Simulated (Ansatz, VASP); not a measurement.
Two plane-wave programs on SiC

```xyz
2
Lattice="2.6362 0.0000 0.0000 0.0000 2.6362 0.0000 0.0000 0.0000 2.6382" Properties=species:S:1:pos:R:3 pbc="T T T"
Si    1.3181    1.3181    1.3191
C     0.0000    0.0000    0.0000
```

Alike in both runs: functional PBE; k mesh 6 × 6 × 6; occupations gaussian, width 0.1 eV; no spin polarisation.

Ansatz relaxed the structure, and its values are those at the end. VASP's run is a single point on that final structure, the one shown.

|  | VASP | Ansatz |
| --- | --- | --- |
| version | VASP 6.6.1 | Ansatz 0.2.0 |
| potentials or method | VASP PAW PBE potentials, release 64 (Si, C), cutoff 520 eV | scalar-relativistic, plane waves, PAW |
| valence electrons in the cell | 8 | 8 |

|  | VASP | Ansatz | Ansatz less VASP |
| --- | --- | --- | --- |
| gap on the k mesh at the Fermi level (eV) | none | none | - |
| pressure (GPa) | 0.2 | 0.1 | -0.11 |

A gap of «none» marks a metal or a gap that the smearing closes. With one functional, cell and mesh, what is left measures potentials, basis and numerics.

The k mesh is coarse, so the values compare programs but aren't converged.
